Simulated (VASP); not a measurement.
Runs of VASP 6.6.1 on Mo. The structure is that of space group P6/mmm (No. 191), or close to it. The cells are those of the table. 

```csv
cell,gap on the mesh (eV),pressure (GPa)
"a = 2.789, b = 2.789, c = 2.605 Å, angles 90.0, 90.0, 120.0°, 1 atom",none,(b)
"a = 2.708, b = 2.708, c = 2.529 Å, angles 90.0, 90.0, 120.0°, 1 atom",none,-0.8
"a = 2.736, b = 2.736, c = 2.555 Å, angles 90.0, 90.0, 120.0°, 1 atom",none,-7.4
"a = 2.763, b = 2.763, c = 2.580 Å, angles 90.0, 90.0, 120.0°, 1 atom",none,-13.0
"a = 2.680, b = 2.680, c = 2.503 Å, angles 90.0, 90.0, 120.0°, 1 atom",none,(a)
```

Alike in all rows: task single point; level LDA; potentials or basis VASP PAW LDA potentials, release 64 (Mo_sv); no spin polarisation; k mesh 12 × 12 × 11; cutoff (eV) 520; smearing fermi-dirac 0.15 eV.

Problem. Fill in the values left out.

Solution. (a) 6.9; (b) -17.8.

A k mesh can miss the band edges, and the runs leave out spin-orbit coupling on Mo.

A gap of «none» marks levels without a gap at the run's occupations.
